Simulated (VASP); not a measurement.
Set up this calculation in VASP 6.6.1, as the native input.

* Task: G0W0 quasiparticle levels
* Functional: PBE
* Potentials or basis: VASP PAW PBE potentials, release 64 (Rb_sv_GW, Cl_GW)
* Cutoff: 500 eV
* k mesh: 4 × 4 × 4
* Occupations: gaussian, width 0.01 eV
* Spin: no spin polarisation
* Dipole correction: no
* GW scheme: G0W0
* GW iterations: 1
* Cutoff of the response function: 150
* Frequency points: 48
* Empty bands: 296
* Further INCAR settings: ALGO = EVGW0; EDIFF = 1e-08; NBANDS = 304

The system is RbCl.

```
Rb Cl
1.0
    -0.03306    3.27275    3.27275
     3.27275   -0.03306    3.27275
     3.27275    3.27275   -0.03306
Rb Cl
1 1
Cartesian
  0.0000 0.0000 0.0000
  3.2562 3.2562 3.2562
```

One way to write it, as run:

POSCAR

```
RbCl
1.0
   -0.0330581282      3.2727546904      3.2727546904
    3.2727546904     -0.0330581282      3.2727546904
    3.2727546904      3.2727546904     -0.0330581282
Rb Cl
1 1
Direct
    0.0000000000      0.0000000000      0.0000000000
    0.5000000000      0.5000000000      0.5000000000
```

INCAR.step1

```
SYSTEM = RbCl
ALGO = Normal
EDIFF = 1E-8
ENCUT = 500
GGA = PE
ISMEAR = 0
LASPH = .TRUE.
LCHARG = .FALSE.
LREAL = .FALSE.
LWAVE = .TRUE.
NELM = 80
PREC = Accurate
SIGMA = 0.01
```

INCAR.step2

```
SYSTEM = RbCl
ALGO = Exact
EDIFF = 1E-8
ENCUT = 500
GGA = PE
ISMEAR = 0
ISTART = 1
LASPH = .TRUE.
LCHARG = .FALSE.
LOPTICS = .TRUE.
LREAL = .FALSE.
LWAVE = .TRUE.
NBANDS = 304
NELM = 1
PREC = Accurate
SIGMA = 0.01
```

INCAR.step3

```
SYSTEM = RbCl
ALGO = EVGW0
EDIFF = 1E-8
ENCUT = 500
ENCUTGW = 150.0
GGA = PE
ISMEAR = 0
ISTART = 1
LASPH = .TRUE.
LCHARG = .FALSE.
LREAL = .FALSE.
LWAVE = .FALSE.
NBANDS = 304
NBANDSGW = 16
NELMGW = 1
NOMEGA = 48
PREC = Accurate
PRECFOCK = Fast
SIGMA = 0.01
```

KPOINTS

```
k-points
0
G
  4 4 4
  0 0 0
```

Potentials or basis: VASP PAW PBE potentials, release 64 (Rb_sv_GW, Cl_GW).

Launch:

```console
$ cat potpaw_PBE.64/Rb_sv_GW/POTCAR potpaw_PBE.64/Cl_GW/POTCAR > POTCAR
$ cp INCAR.step1 INCAR
$ mpirun -np 1 vasp_std > vasp.out
$ cp INCAR.step2 INCAR
$ mpirun -np 1 vasp_std > vasp.out
$ cp INCAR.step3 INCAR
$ mpirun -np 1 vasp_std > vasp.out
```

Results of the run:

The quasiparticle gap is 7.71 eV and the least direct quasiparticle gap is 7.71 eV. The band gap of the starting levels on the mesh is 4.99 eV and the least direct gap of the starting levels on the mesh is 4.99 eV.

Caveat: the k points lie up to 0.41 Å⁻¹ apart; bands, screening cutoff and mesh are small and nothing is extrapolated, so the quasiparticle values aren't converged.

Run time: 29 min on 1 thread of Intel Xeon 8259CL, on a shared host, peak memory 1.1 GiB.
